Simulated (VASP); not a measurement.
Set up this calculation in VASP 6.6.1, as the native input.

- Task: single point
- Functional: PBE
- Potentials or basis: VASP PAW PBE potentials, release 64 (Pt)
- Cutoff: 520 eV
- k mesh: 18 × 18 × 10
- Occupations: gaussian, width 0.15 eV
- Spin: no spin polarisation
- Dipole correction: no
- Further INCAR settings: ALGO = Normal; EDIFF = 1e-07; NBANDS = 17

The structure of Pt lies in POSCAR:

```
Pt
1.0
    2.5654000000      0.0000000000      0.0000000000
   -1.2827000000      2.2217015709      0.0000000000
    0.0000000000      0.0000000000      4.7813829983
Pt
2
Direct
    0.6666666667      0.3333333333      0.7500000000
    0.3333333333      0.6666666667      0.2500000000
```

The input as run:

INCAR

```
  PREC = Accurate
  ENCUT = 520
  EDIFF = 1E-7
  ISMEAR = 0
  SIGMA = 0.15
  LREAL = F
  LASPH = T
  NELM = 100
  ALGO = Normal
  ISIF = 2
  LWAVE = F
  LCHARG = F
  GGA = PE
  NBANDS = 17
```

KPOINTS

```
regular mesh
0
Gamma
  18 18 10
```

Potentials or basis: VASP PAW PBE potentials, release 64 (Pt).

Command:

```console
$ cat potpaw_PBE.64/Pt/POTCAR > POTCAR
$ mpirun -np 1 vasp_std > vasp.out
```

It gave:

| Property | Result |
| --- | --- |
| Pressure | 57.7 GPa |
| Band gap on the k mesh | zero (band 10 reaches 14.31 eV, above the bottom of band 11 at 12.40 eV) |

Caveat: spin-orbit coupling is left out, which moves the levels of the heavy elements.

Run time: 33 s on 1 thread of Intel(R) Xeon(R) 6975P-C (Granite Rapids), with other jobs on the host, peak memory 0.21 GiB.
